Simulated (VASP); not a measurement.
# MgO in VASP: notebook, part 2 of 3

VASP 6.6.1.

## 3. Single point, r2SCAN (epitaxial 111 strain -4.0%)

File POSCAR:

```
MgO
1.0
    0.0947162565      2.2854416917      2.2854416917
    2.2854416917      0.0947162565      2.2854416917
    2.2854416917      2.2854416917      0.0947162565
Mg O
1 1
Direct
    0.0038908785      0.0038908785      0.0038908785
    0.2461091215      0.2461091215      0.2461091215
```

File INCAR.step1:

```
PREC     = Accurate       # precision mode
ENCUT    = 520            # plane-wave cutoff, eV
ISMEAR   = 0              # smearing method
SIGMA    = 0.01           # smearing width, eV
LREAL    = False          # projectors in reciprocal space
LASPH    = True           # aspherical terms in the spheres
NELM     = 60             # most SCF steps
NBANDS   = 11             # bands
GGA      = PE             # functional
ALGO     = Normal         # electronic algorithm
EDIFF    = 1E-4           # SCF threshold, eV
LWAVE    = True           # write WAVECAR
LCHARG   = False          # write CHGCAR
```

File INCAR.step2:

```
PREC     = Accurate       # precision mode
ENCUT    = 520            # plane-wave cutoff, eV
EDIFF    = 1E-6           # SCF threshold, eV
ISMEAR   = 0              # smearing method
SIGMA    = 0.01           # smearing width, eV
LREAL    = False          # projectors in reciprocal space
LASPH    = True           # aspherical terms in the spheres
NELM     = 60             # most SCF steps
ALGO     = Normal         # electronic algorithm
ISIF     = 2              # what is computed and relaxed
LWAVE    = False          # write WAVECAR
LCHARG   = True           # write CHGCAR
METAGGA  = R2SCAN         # meta-GGA
LMIXTAU  = True         
LELF     = True           # ELF
LVHAR    = True         
NBANDS   = 11             # bands
ISTART   = 1
```

File KPOINTS:

```
regular mesh
0
Gamma
  10 10 10
```

Potentials or basis: VASP PAW PBE potentials, release 64 (Mg, O).

Started as:

```bash
> cat potpaw_PBE.64/Mg/POTCAR potpaw_PBE.64/O/POTCAR > POTCAR
> cp INCAR.step1 INCAR
> mpirun -np 1 vasp_std > vasp.out
> cp INCAR.step2 INCAR
> mpirun -np 1 vasp_std > vasp.out
```

OUTCAR:

```text
PREC = Accurate
   ENCUT = 520
   EDIFF = 1E-6
   ISMEAR = 0
   LREAL = False
   LASPH = True
   NELM = 60
   ISIF = 2
   METAGGA = R2SCAN
   ISTART = 1

 ion  position               nearest neighbor table
   1  0.004  0.004  0.004-   2 1.93   2 1.93   2 1.93   2 1.96
   2  0.246  0.246  0.246-   1 1.93   1 1.93   1 1.93   1 1.96

  LATTYP: Found a trigonal (rhomboedric) cell.
 ALAT       =     3.2334901610
 COS(alpha) =     0.5409787264

  Lattice vectors:

 A1 = (   0.0947162565,   2.2854416917,   2.2854416917)
 A2 = (   2.2854416917,   0.0947162565,   2.2854416917)
 A3 = (   2.2854416917,   2.2854416917,   0.0947162565)

Analysis of symmetry for initial positions (statically):
=====================================================================
 Subroutine PRICEL returns:
 Original cell was already a primitive cell.

 Routine SETGRP: Setting up the symmetry group for a
 trigonal (rhombohedral) supercell.

 Subroutine GETGRP returns: Found  6 space group operations
 (whereof  6 operations were pure point group operations)
 out of a pool of 12 trial point group operations.

The static configuration has the point symmetry C_3v.

Analysis of symmetry for dynamics (positions and initial velocities):
=====================================================================
 Subroutine PRICEL returns:
 Original cell was already a primitive cell.

 Routine SETGRP: Setting up the symmetry group for a
 trigonal (rhombohedral) supercell.

 Subroutine GETGRP returns: Found  6 space group operations
 (whereof  6 operations were pure point group operations)
 out of a pool of 12 trial point group operations.

The dynamic configuration has the point symmetry C_3v.

 Subroutine INISYM returns: Found  6 space group operations
 (whereof  6 operations are pure point group operations),
 and found     1 'primitive' translations

----------------------------------------------------------------------------------------

                                     Primitive cell

  volume of cell :      22.3915

  direct lattice vectors                    reciprocal lattice vectors
     0.094716256  2.285441692  2.285441692    -0.232868292  0.223601507  0.223601507
     2.285441692  0.094716256  2.285441692     0.223601507 -0.232868292  0.223601507
     2.285441692  2.285441692  0.094716256     0.223601507  0.223601507 -0.232868292

  length of vectors
     3.233490161  3.233490161  3.233490161     0.392712248  0.392712248  0.392712248

  position of ions in fractional coordinates (direct lattice)
     0.003890879  0.003890879  0.003890879
     0.246109121  0.246109121  0.246109121

  ion indices of the primitive-cell ions
   primitive index   ion index
                 1           1
                 2           2

----------------------------------------------------------------------------------------

 KPOINTS: regular mesh

Automatic generation of k-mesh.
 Grid dimensions read from file:
 generate k-points for:   10   10   10

 Generating k-lattice:

  Cartesian coordinates                     Fractional coordinates (reciprocal lattice)
    -0.023286829  0.022360151  0.022360151     0.100000000  0.000000000  0.000000000
     0.022360151 -0.023286829  0.022360151     0.000000000  0.100000000  0.000000000
     0.022360151  0.022360151 -0.023286829     0.000000000  0.000000000  0.100000000

  Length of vectors
     0.039271225  0.039271225  0.039271225

  Shift w.r.t. Gamma in fractional coordinates (k-lattice)
     0.000000000  0.000000000  0.000000000

 Subroutine IBZKPT returns following result:
 ===========================================

 Found    116 irreducible k-points:

 Following reciprocal coordinates:
            Coordinates               Weight
  0.000000  0.000000  0.000000      1.000000
  0.100000  0.000000 -0.000000      6.000000
  0.200000  0.000000 -0.000000      6.000000
  0.300000  0.000000  0.000000      6.000000
  0.400000  0.000000  0.000000      6.000000
  0.500000 -0.000000 -0.000000      3.000000
[... 16 lines left out ...]
  0.300000  0.300000 -0.000000      6.000000
  0.400000  0.300000  0.000000     12.000000
 [... further k-points ...]
   k-points           NKPTS =    116   k-points in BZ     NKDIM =    116   number of bands    NBANDS=     11
   number of dos      NEDOS =    301   number of ions     NIONS =      2
   total plane-waves  NPLWV =  13824
   dimension x,y,z NGX =    24 NGY =   24 NGZ =   24
   dimension x,y,z NGXF=    48 NGYF=   48 NGZF=   48
   ions per type =               1   1
   NGX,Y,Z   is equivalent  to a cutoff of  12.34, 12.34, 12.34 a.u.
   NGXF,Y,Z  is equivalent  to a cutoff of  24.68, 24.68, 24.68 a.u.
 SYSTEM =  unknown system
   PREC   = accura    normal or accurate (medium, high low for compatibility)
   ISTART =      1    job   : 0-new  1-cont  2-samecut
   ICHARG =      0    charge: 1-file 2-atom 10-const
   ISPIN  =      1    spin polarized calculation?
   LNONCOLLINEAR =      F non collinear calculations
   LSORBIT =      F    spin-orbit coupling
   LASPH  =      T    aspherical Exc in radial PAW
   ENCUT  =  520.0 eV  38.22 Ry    6.18 a.u.   6.01  6.01  6.01*2*pi/ulx,y,z
   NELM   =     60;   NELMIN=  2; NELMDL=  0     # of ELM steps
   EDIFF  = 0.1E-05   stopping-criterion for ELM
   LREAL  =      F    real-space projection
   EDIFFG = 0.1E-04   stopping-criterion for IOM
   NSW    =      0    number of steps for IOM
   IBRION =     -1    ionic relax: 0-MD 1-quasi-New 2-CG
   NFREE  =      0    steps in history (QN), initial steepest desc. (CG)
   ISIF   =      2    stress and relaxation
   ISYM   =      2    0-nonsym 1-usesym 2-fastsym
   POTIM  = 0.5000    time-step for ionic-motion
   TEBEG  =    0.0;   TEEND  =   0.0 temperature during run
   PSTRESS=    0.0 pullay stress
   NELECT =       8.0000    total number of electrons
   NUPDOWN=      -1.0000    fix difference up-down
   EMIN   =  10.00;   EMAX   =-10.00  energy-range for DOS
   EFERMI =   0.00;   METHOD = LEGACY
   ISMEAR =     0;   SIGMA  =   0.01  broadening in eV -4-tet -1-fermi 0-gaus
   EFERMI_NEDOS =   21; number of points for ismear=-14 and -15
   IALGO  =     38    algorithm
   IMIX   =      4    mixing-type and parameters
     AMIX     =   0.40;   BMIX     =  1.00
     AMIX_MAG =   1.60;   BMIX_MAG =  1.00
  volume/ion in A,a.u.               =      11.20        75.55
  Fermi-wavevector in a.u.,A,eV,Ry     =   1.161655  2.195209 18.360267  1.349442
  Thomas-Fermi vector in A             =   2.298224
   LORBIT       =      0    0 simple, 1 ext, 2 COOP (PROOUT), +10 PAW based schemes
   METAGGA = R2SCAN    functional components
   LHFCALC =     F    Hartree Fock is set to
   AEXX    =    0.0000 exact exchange contribution
   IVDW    =     0    specifies the selected vdW correction
   LEPSILON=     F    determine dielectric tensor
   LRPA    =     F    only Hartree local field effects (RPA)
 non-spin polarized calculation
 Gauss-broadening in eV      SIGMA  =   0.01
  energy-cutoff  :      520.00
  volume of cell :       22.39
 maximum number of plane-waves:       620
   NGX = 13   NGY = 13   NGZ = 13

 number of electron       8.0000001 magnetization

 Free energy of the ion-electron system (eV)
  ---------------------------------------------------
  ext. energy  EPLUGINS =         0.00000000
  ---------------------------------------------------
  free energy    TOTEN  =       -15.78702068 eV

  energy without entropy =      -15.78702068  energy(sigma->0) =      -15.78702068

 E-fermi :   0.8735     XC(G=0): -10.4459

 val. band max:        0.8345500026   @ k =   0.0000   0.0000   0.0000
 cond. band min:       5.3202545480   @ k =   0.0000   0.0000   0.0000
 fundamental gap:      4.4857045454
 Fermi energy:         0.8734794314

 k-point     1 :       0.0000    0.0000    0.0000
  band No.  band energies     occupation
      1     -16.3214      2.00000
      2       0.4279      2.00000
      3       0.8345      2.00000
      4       0.8346      2.00000
      5       5.3203      0.00000
      6      18.1001      0.00000
      7      19.9157      0.00000
      8      19.9157      0.00000
      9      22.3524      0.00000
     10      22.4839      0.00000
     11      22.4839      0.00000
[... 309 lines left out ...]
 k-point    24 :       0.4000    0.3000    0.0000
  band No.  band energies     occupation
      1     -15.5548      2.00000
      2      -1.6630      2.00000
      3      -0.0787      2.00000
      4       0.1222      2.00000
      5       8.4711      0.00000
      6      13.5919      0.00000
      7      16.4887      0.00000
      8      18.4854      0.00000
      9      19.6080      0.00000
     10      26.0659      0.00000
     11      26.3137      0.00000

 [... further k-points ...]
[... 5 lines left out ...]
  --------------------------------------------------------------------------------------
  -------------------------------------------------------------------------------------
  Total        1.0833485      1.0833485      1.0833485     -0.5841655     -0.5841655     -0.5841655
  in kB       77.5167210     77.5167210     77.5167210    -41.7987321    -41.7987321    -41.7987321
  external PRESSURE =      77.5167210 kB  Pullay stress =       0.0000000 kB

 VOLUME and BASIS-vectors are now :
 -----------------------------------------------------------------------------
  energy-cutoff  :      520.00
  volume of cell :       22.39
      direct lattice vectors                 reciprocal lattice vectors
     0.094716256  2.285441692  2.285441692    -0.232868292  0.223601507  0.223601507
     2.285441692  0.094716256  2.285441692     0.223601507 -0.232868292  0.223601507
     2.285441692  2.285441692  0.094716256     0.223601507  0.223601507 -0.232868292

 POSITION                                       TOTAL-FORCE (eV/Angst)
 -----------------------------------------------------------------------------------
      0.01815      0.01815      0.01815         0.003207      0.003207      0.003207
      1.14825      1.14825      1.14825        -0.003207     -0.003207     -0.003207
 -----------------------------------------------------------------------------------
    total drift:                                0.002893      0.002893      0.002893

  FREE ENERGIE OF THE ION-ELECTRON SYSTEM (eV)
  ---------------------------------------------------
  free  energy   TOTEN  =       -15.7870206800 eV

  energy  without entropy=      -15.7870206800  energy(sigma->0) =      -15.78702068
```

Run time: 72 s. Hardware: 1 thread of Intel Xeon Platinum 8259CL at 2.50GHz (Skylake/Cascade Lake), shared host; peak memory 0.16 GiB.

What came out:

```yaml
Free_energy: -15.7870 eV
Pressure: 7.8 GPa
Largest_force: 0.006 eV/Å
Band_gap_on_the_k_mesh: 4.49 eV, direct
```

Forces on the atoms (eV/Å):
```
Mg   0.003  0.003  0.003
O   -0.003 -0.003 -0.003
```

Levels at points of the mesh, in eV from the valence-band top:
| k point | band 2 | band 3 | band 4 | band 5 | band 6 | band 7 |
| --- | --- | --- | --- | --- | --- | --- |
| (0.00, 0.00, 0.00) | -0.41 | 0.00 | 0.00 | 4.49 | 17.27 | 19.08 |
| (0.50, 0.00, 0.00) | -3.28 | -0.50 | -0.28 | 9.87 | 10.89 | 15.20 |
| (0.50, 0.50, 0.00) | -2.79 | -1.10 | -0.72 | 6.92 | 12.66 | 16.06 |
| (0.50, 0.50, 0.50) | -3.49 | -0.12 | -0.12 | 9.91 | 10.67 | 16.54 |

Caveat: the cell differs from its parent crystal (epitaxial 111 strain -4.0%); the PAW data sets were made with another functional, which shifts forces and pressure a little.

[end of part 2 of 3]
